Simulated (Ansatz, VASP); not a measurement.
## AlNi: VASP beside Ansatz

```xyz
2
Lattice="1.9387 -1.9532 0.0000 1.9387 1.9532 0.0000 0.0000 0.0000 3.0994" Properties=species:S:1:pos:R:3 pbc="T T T"
Al    0.0000    0.0000    0.0000
Ni    1.9387    0.0000    1.5497
```

Alike in both runs: task single point; functional PBEsol; k mesh 14 × 14 × 12; occupations gaussian, width 0.1 eV; no spin polarisation.

```csv
,VASP,Ansatz
version,VASP 6.6.1,Ansatz 0.2.0
potentials or method,"VASP PAW PBE potentials, release 64 (Al, Ni), cutoff 520 eV","scalar-relativistic, plane waves, PAW"
valence electrons in the cell,13,21
```

VASP gave:

```
gap on the k mesh at the Fermi level (eV)                     : none
pressure (GPa)                                                : 0.6
traceless stress, the component that is largest in VASP (GPa) : -4.21
```

Task: Estimate Ansatz's values.

Result: gap on the k mesh at the Fermi level (eV): none; pressure (GPa): 0.4; traceless stress, the component that is largest in VASP (GPa): -4.10.

VASP's potentials were made for PBE, not for PBEsol. A gap of «none» marks a metal or a gap that the smearing closes. VASP's potentials hold 13 valence electrons a cell and Ansatz's 21, so a difference there can come from the potentials and not from the codes.
